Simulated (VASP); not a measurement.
Crystal: Ca.

```
Ca
1.0
     0.00000    2.79420    2.79420
     2.79420    0.00000    2.79420
     2.79420    2.79420    0.00000
Ca
1
Direct
  0.00000 0.00000 0.00000
```

| Item | Value |
| --- | --- |
| Program | VASP 6.6.1 |
| Task | relaxation of cell and atoms |
| Functional | LDA |
| Potentials or basis | VASP PAW LDA potentials, release 64 (Ca_sv) |
| Cutoff | 600 eV |
| k mesh | 8 × 8 × 8 |
| Occupations | methfessel-paxton, width 0.05 eV |
| Spin | no spin polarisation |

At the start: pressure -2.2 GPa; volume 43.63 Å³/atom.

Task: How do energy, volume and symmetry change on relaxing?

Result: Over 3 steps the energy falls by 41.7 meV/atom and the volume is 38.02 Å³/atom (-12.9 %); space group Fm-3m (No. 225, to 0.1 Å) before and after.

The path:
```tsv
step	energy change (eV)	largest force (eV/Å)	pressure (GPa)	volume (Å³)
1	0.0000	0.0000	-2.17	43.63
2	-0.0352	0.0000	-0.91	40.01
3	-0.0417	0.0000	-0.10	38.02
```

Final structure:
```
Ca
1.0
     0.00000    2.66895    2.66895
     2.66895    0.00000    2.66895
     2.66895    2.66895    0.00000
Ca
1
Direct
  0.00000 0.00000 0.00000
```
